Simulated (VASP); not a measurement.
# BN (Qingsongite) (F-43m) in VASP: further runs

BN (Qingsongite) is run at these levels: PBE, r2SCAN; tasks: single point.

Everything below comes from runs of VASP 6.6.1. Logs are shortened: lines on timing, memory, paths and dates and some standing lists are left out, and cuts for length are marked.

## (1) The cell of the first run

It takes space group F-43m (No. 216, cubic). Conventional cell: a = 3.610 Å, b = 3.610 Å, c = 3.610 Å, α = 90.00°, β = 90.00°, γ = 90.00°. B (site symmetry -43m) has 4 N at 1.56 Å within 2.1 Å. N (site symmetry -43m) has 4 B at 1.56 Å within 2.1 Å.

## (2) Single point, PBE

INCAR reads:

```
SYSTEM = BN
PREC = Accurate
ENCUT = 600
EDIFF = 1E-6
ISMEAR = 0
SIGMA = 0.01
LREAL = .FALSE.
LASPH = .TRUE.
NELM = 120
ALGO = Normal
ISIF = 2
LWAVE = .FALSE.
LCHARG = .TRUE.
GGA = PE
LELF = .TRUE.
LVHAR = .TRUE.
NBANDS = 11
GGA_COMPAT = .FALSE.
```

KPOINTS reads:

```
Automatic mesh
0
G
  4 4 4
  0 0 0
```

POSCAR reads:

```
BN
1.0
    0.0000000000      1.8048245542      1.8048245542
    1.8048245542      0.0000000000      1.8048245542
    1.8048245542      1.8048245542      0.0000000000
B N
1 1
Direct
    0.0000000000      0.0000000000      0.0000000000
    0.2500000000      0.2500000000      0.2500000000
```

Potentials or basis: VASP PAW PBE potentials, release 64 (B, N).

Started as:

```console
cat potpaw_PBE.64/B/POTCAR potpaw_PBE.64/N/POTCAR > POTCAR
mpirun -np 1 vasp_std > vasp.out
```

OUTCAR:

```text
SYSTEM = BN
   PREC = Accurate
   ENCUT = 600
   EDIFF = 1E-6
   ISMEAR = 0
   LREAL = .FALSE.
   LASPH = .TRUE.
   NELM = 120
   ISIF = 2
   GGA = PE

 ion  position               nearest neighbor table
   1  0.000  0.000  0.000-   2 1.56   2 1.56   2 1.56   2 1.56
   2  0.250  0.250  0.250-   1 1.56   1 1.56   1 1.56   1 1.56

  LATTYP: Found a face centered cubic cell.
 ALAT       =     3.6096491084

  Lattice vectors:

 A1 = (   0.0000000000,   1.8048245542,   1.8048245542)
 A2 = (   1.8048245542,   0.0000000000,   1.8048245542)
 A3 = (   1.8048245542,   1.8048245542,   0.0000000000)

Analysis of symmetry for initial positions (statically):
=====================================================================
 Subroutine PRICEL returns:
 Original cell was already a primitive cell.

 Routine SETGRP: Setting up the symmetry group for a
 face centered cubic supercell.

 Subroutine GETGRP returns: Found 24 space group operations
 (whereof 24 operations were pure point group operations)
 out of a pool of 48 trial point group operations.

The static configuration has the point symmetry T_d .

Analysis of symmetry for dynamics (positions and initial velocities):
=====================================================================
 Subroutine PRICEL returns:
 Original cell was already a primitive cell.

 Routine SETGRP: Setting up the symmetry group for a
 face centered cubic supercell.

 Subroutine GETGRP returns: Found 24 space group operations
 (whereof 24 operations were pure point group operations)
 out of a pool of 48 trial point group operations.

The dynamic configuration has the point symmetry T_d .

 Subroutine INISYM returns: Found 24 space group operations
 (whereof 24 operations are pure point group operations),
 and found     1 'primitive' translations

----------------------------------------------------------------------------------------

                                     Primitive cell

  volume of cell :      11.7580

  direct lattice vectors                    reciprocal lattice vectors
     0.000000000  1.804824554  1.804824554    -0.277035238  0.277035238  0.277035238
     1.804824554  0.000000000  1.804824554     0.277035238 -0.277035238  0.277035238
     1.804824554  1.804824554  0.000000000     0.277035238  0.277035238 -0.277035238

  length of vectors
     2.552407362  2.552407362  2.552407362     0.479839108  0.479839108  0.479839108

  position of ions in fractional coordinates (direct lattice)
     0.000000000  0.000000000  0.000000000
     0.250000000  0.250000000  0.250000000

  ion indices of the primitive-cell ions
   primitive index   ion index
                 1           1
                 2           2

----------------------------------------------------------------------------------------

 KPOINTS: Automatic mesh

Automatic generation of k-mesh.
 Grid dimensions read from file:
 generate k-points for:    4    4    4

 Generating k-lattice:

  Cartesian coordinates                     Fractional coordinates (reciprocal lattice)
    -0.069258810  0.069258810  0.069258810     0.250000000  0.000000000  0.000000000
     0.069258810 -0.069258810  0.069258810     0.000000000  0.250000000  0.000000000
     0.069258810  0.069258810 -0.069258810     0.000000000  0.000000000  0.250000000

  Length of vectors
     0.119959777  0.119959777  0.119959777

  Shift w.r.t. Gamma in fractional coordinates (k-lattice)
     0.000000000  0.000000000  0.000000000

 Subroutine IBZKPT returns following result:
 ===========================================

 Found      8 irreducible k-points:

 Following reciprocal coordinates:
            Coordinates               Weight
  0.000000  0.000000  0.000000      1.000000
  0.250000  0.000000  0.000000      8.000000
  0.500000  0.000000  0.000000      4.000000
  0.250000  0.250000  0.000000      6.000000
  0.500000  0.250000  0.000000     24.000000
 -0.250000  0.250000  0.000000     12.000000
  0.500000  0.500000  0.000000      3.000000
 -0.250000  0.500000  0.250000      6.000000
   k-points           NKPTS =      8   k-points in BZ     NKDIM =      8   number of bands    NBANDS=     11
   number of dos      NEDOS =    301   number of ions     NIONS =      2
   total plane-waves  NPLWV =   8000
   dimension x,y,z NGX =    20 NGY =   20 NGZ =   20
   dimension x,y,z NGXF=    40 NGYF=   40 NGZF=   40
   ions per type =               1   1
   NGX,Y,Z   is equivalent  to a cutoff of  13.03, 13.03, 13.03 a.u.
   NGXF,Y,Z  is equivalent  to a cutoff of  26.05, 26.05, 26.05 a.u.
 SYSTEM =  BN
   PREC   = accura    normal or accurate (medium, high low for compatibility)
   ISTART =      0    job   : 0-new  1-cont  2-samecut
   ICHARG =      2    charge: 1-file 2-atom 10-const
   ISPIN  =      1    spin polarized calculation?
   LNONCOLLINEAR =      F non collinear calculations
   LSORBIT =      F    spin-orbit coupling
   LASPH  =      T    aspherical Exc in radial PAW
   ENCUT  =  600.0 eV  44.10 Ry    6.64 a.u.   5.10  5.10  5.10*2*pi/ulx,y,z
   NELM   =    120;   NELMIN=  2; NELMDL= -5     # of ELM steps
   EDIFF  = 0.1E-05   stopping-criterion for ELM
   LREAL  =      F    real-space projection
   EDIFFG = 0.1E-04   stopping-criterion for IOM
   NSW    =      0    number of steps for IOM
   IBRION =     -1    ionic relax: 0-MD 1-quasi-New 2-CG
   NFREE  =      0    steps in history (QN), initial steepest desc. (CG)
   ISIF   =      2    stress and relaxation
   ISYM   =      2    0-nonsym 1-usesym 2-fastsym
   POTIM  = 0.5000    time-step for ionic-motion
   TEBEG  =    0.0;   TEEND  =   0.0 temperature during run
   PSTRESS=    0.0 pullay stress
   NELECT =       8.0000    total number of electrons
   NUPDOWN=      -1.0000    fix difference up-down
   EMIN   =  10.00;   EMAX   =-10.00  energy-range for DOS
   EFERMI =   0.00;   METHOD = LEGACY
   ISMEAR =     0;   SIGMA  =   0.01  broadening in eV -4-tet -1-fermi 0-gaus
   EFERMI_NEDOS =   21; number of points for ismear=-14 and -15
   IALGO  =     38    algorithm
   IMIX   =      4    mixing-type and parameters
     AMIX     =   0.40;   BMIX     =  1.00
     AMIX_MAG =   1.60;   BMIX_MAG =  1.00
  volume/ion in A,a.u.               =       5.88        39.67
  Fermi-wavevector in a.u.,A,eV,Ry     =   1.439881  2.720980 28.208365  2.073256
  Thomas-Fermi vector in A             =   2.558687
   LORBIT       =      0    0 simple, 1 ext, 2 COOP (PROOUT), +10 PAW based schemes
   GGA     = PE    functional components
   LHFCALC =     F    Hartree Fock is set to
   AEXX    =    0.0000 exact exchange contribution
   IVDW    =     0    specifies the selected vdW correction
   LEPSILON=     F    determine dielectric tensor
   LRPA    =     F    only Hartree local field effects (RPA)
 non-spin polarized calculation
 Gauss-broadening in eV      SIGMA  =   0.01
  energy-cutoff  :      600.00
  volume of cell :       11.76
 maximum number of plane-waves:       399
   NGX = 11   NGY = 11   NGZ = 11

 number of electron       7.9999999 magnetization

 Free energy of the ion-electron system (eV)
  ---------------------------------------------------
  ext. energy  EPLUGINS =         0.00000000
  ---------------------------------------------------
  free energy    TOTEN  =       -17.37732216 eV

  energy without entropy =      -17.37732216  energy(sigma->0) =      -17.37732216

 E-fermi :   7.5591     XC(G=0): -12.8346

 val. band max:        7.4928374824   @ k =   0.0000   0.0000   0.0000
 cond. band min:      11.9325346265   @ k =   0.5000   0.5000   0.0000
 fundamental gap:      4.4396971441
 Fermi energy:         7.5591160712

 k-point     1 :       0.0000    0.0000    0.0000
  band No.  band energies     occupation
      1     -12.8031      2.00000
      2       7.4928      2.00000
      3       7.4928      2.00000
      4       7.4928      2.00000
      5      16.3060      0.00000
      6      16.3060      0.00000
      7      16.3060      0.00000
      8      17.9076      0.00000
      9      32.3017      0.00000
     10      35.2849      0.00000
     11      35.2849      0.00000

 k-point     2 :       0.2500    0.0000    0.0000
  band No.  band energies     occupation
      1     -11.3177      2.00000
      2       1.9860      2.00000
      3       6.3558      2.00000
      4       6.3558      2.00000
      5      17.1671      0.00000
      6      17.8347      0.00000
      7      17.8347      0.00000
      8      21.1162      0.00000
      9      30.9724      0.00000
     10      31.1047      0.00000
     11      31.1047      0.00000

 k-point     3 :       0.5000    0.0000    0.0000
  band No.  band energies     occupation
      1      -8.5590      2.00000
      2      -3.2578      2.00000
      3       5.5386      2.00000
      4       5.5386      2.00000
      5      17.6788      0.00000
      6      18.1983      0.00000
      7      18.1983      0.00000
      8      22.7882      0.00000
      9      30.9930      0.00000
     10      34.3526      0.00000
     11      34.4433      0.00000

 k-point     4 :       0.2500    0.2500    0.0000
  band No.  band energies     occupation
      1     -10.8306      2.00000
      2       3.5013      2.00000
      3       4.4592      2.00000
      4       4.4592      2.00000
      5      14.2802      0.00000
      6      19.0633      0.00000
      7      20.9594      0.00000
      8      20.9594      0.00000
      9      25.8013      0.00000
     10      34.7169      0.00000
     11      38.1408      0.00000

 k-point     5 :       0.5000    0.2500    0.0000
  band No.  band energies     occupation
      1      -8.1170      2.00000
      2      -1.3014      2.00000
      3       2.3093      2.00000
      4       3.8118      2.00000
      5      15.0328      0.00000
      6      20.6143      0.00000
      7      21.9797      0.00000
      8      22.1358      0.00000
      9      27.4719      0.00000
     10      34.0202      0.00000
     11      36.1610      0.00000

 k-point     6 :      -0.2500    0.2500    0.0000
  band No.  band energies     occupation
      1      -9.1245      2.00000
      2      -0.1224      2.00000
      3       1.8641      2.00000
      4       5.3842      2.00000
      5      17.2178      0.00000
      6      19.6741      0.00000
      7      20.3998      0.00000
      8      22.0620      0.00000
      9      29.0150      0.00000
     10      29.5501      0.00000
     11      34.3278      0.00000

 k-point     7 :       0.5000    0.5000    0.0000
  band No.  band energies     occupation
      1      -7.1844      2.00000
      2      -1.4681      2.00000
      3       2.5554      2.00000
      4       2.5554      2.00000
      5      11.9325      0.00000
      6      16.7223      0.00000
      7      25.4686      0.00000
      8      25.4686      0.00000
      9      28.3507      0.00000
     10      34.8003      0.00000
     11      41.1842      0.00000

 k-point     8 :      -0.2500    0.5000    0.2500
  band No.  band energies     occupation
      1      -6.8688      2.00000
      2      -0.1277      2.00000
      3       0.4801      2.00000
      4       0.9382      2.00000
      5      17.0970      0.00000
      6      20.8322      0.00000
      7      21.9990      0.00000
      8      22.2098      0.00000
      9      26.8575      0.00000
     10      33.1317      0.00000
     11      37.0671      0.00000

------------------------ aborting loop because EDIFF is reached ----------------------------------------

  FORCE on cell =-STRESS in cart. coord.  units (eV):
  Direction    XX          YY          ZZ          XY          YZ          ZX
  --------------------------------------------------------------------------------------
  -------------------------------------------------------------------------------------
  Total        0.3990266      0.3990266      0.3990266      0.0000000     -0.0000000      0.0000000
  in kB       54.3722707     54.3722707     54.3722707      0.0000000     -0.0000000      0.0000000
  external PRESSURE =      54.3722707 kB  Pullay stress =       0.0000000 kB

 VOLUME and BASIS-vectors are now :
 -----------------------------------------------------------------------------
  energy-cutoff  :      600.00
  volume of cell :       11.76
      direct lattice vectors                 reciprocal lattice vectors
     0.000000000  1.804824554  1.804824554    -0.277035238  0.277035238  0.277035238
     1.804824554  0.000000000  1.804824554     0.277035238 -0.277035238  0.277035238
     1.804824554  1.804824554  0.000000000     0.277035238  0.277035238 -0.277035238

 POSITION                                       TOTAL-FORCE (eV/Angst)
 -----------------------------------------------------------------------------------
      0.00000      0.00000      0.00000        -0.000000     -0.000000     -0.000000
      0.90241      0.90241      0.90241         0.000000      0.000000      0.000000
 -----------------------------------------------------------------------------------
    total drift:                                0.000000      0.000000      0.000000

  FREE ENERGIE OF THE ION-ELECTRON SYSTEM (eV)
  ---------------------------------------------------
  free  energy   TOTEN  =       -17.3773221573 eV

  energy  without entropy=      -17.3773221573  energy(sigma->0) =      -17.37732216
```

Wall time 2.8 s (1 thread of Intel Xeon 6975P-C, shared host); peak memory 0.11 GiB.

Results:

- Free energy: -17.3773 eV
- Pressure: 5.4 GPa
- Band gap on the k mesh: 4.44 eV, indirect (least direct gap 8.81 eV)

Caveat: the k points lie up to 0.75 Å⁻¹ apart.

## (3) Single point, r2SCAN

POSCAR is that of step 2.

INCAR.step1 reads:

```
  PREC = Accurate
  ENCUT = 660
  ISMEAR = 0
  SIGMA = 0.01
  LREAL = F
  LASPH = T
  NELM = 120
  NBANDS = 11
  GGA = PE
  ALGO = Normal
  EDIFF = 1E-5
  LWAVE = T
  LCHARG = F
  GGA_COMPAT = F
```

INCAR.step2 reads:

```
  PREC = Accurate
  ENCUT = 660
  EDIFF = 1E-6
  ISMEAR = 0
  SIGMA = 0.01
  LREAL = F
  LASPH = T
  NELM = 120
  ALGO = Normal
  ISIF = 2
  LWAVE = F
  LCHARG = F
  METAGGA = R2SCAN
  LMIXTAU = T
  NBANDS = 11
  ISTART = 1
  GGA_COMPAT = F
```

KPOINTS reads:

```
regular mesh
0
Gamma
  2 2 2
```

Potentials or basis: VASP PAW PBE potentials, release 64 (B, N).

Started as:

```console
cat potpaw_PBE.64/B/POTCAR potpaw_PBE.64/N/POTCAR > POTCAR
cp INCAR.step1 INCAR
mpirun -np 1 vasp_std > vasp.out
cp INCAR.step2 INCAR
mpirun -np 1 vasp_std > vasp.out
```

It took 9.6 s on 1 thread of Intel Xeon 6975P-C, shared host; peak memory 0.13 GiB.

The run converged. Its results:

```
Free energy            : -16.7000 eV
Pressure               : 25.0 GPa
Band gap on the k mesh : 4.61 eV, indirect (least direct gap 9.19 eV)
```

Levels at points of the mesh, in eV from the valence-band top:
| k point | band 2 | band 3 | band 4 | band 5 | band 6 | band 7 |
| --- | --- | --- | --- | --- | --- | --- |
| (0.00, 0.00, 0.00) | 0.00 | 0.00 | 0.00 | 9.19 | 9.19 | 9.19 |
| (0.50, 0.00, 0.00) | -11.36 | -2.09 | -2.09 | 10.62 | 11.16 | 11.16 |
| (0.50, 0.50, 0.00) | -9.54 | -5.26 | -5.26 | 4.61 | 9.44 | 19.21 |

Caveat: the k points lie up to 1.51 Å⁻¹ apart; the PAW data sets were made with another functional, which shifts forces and pressure a little.
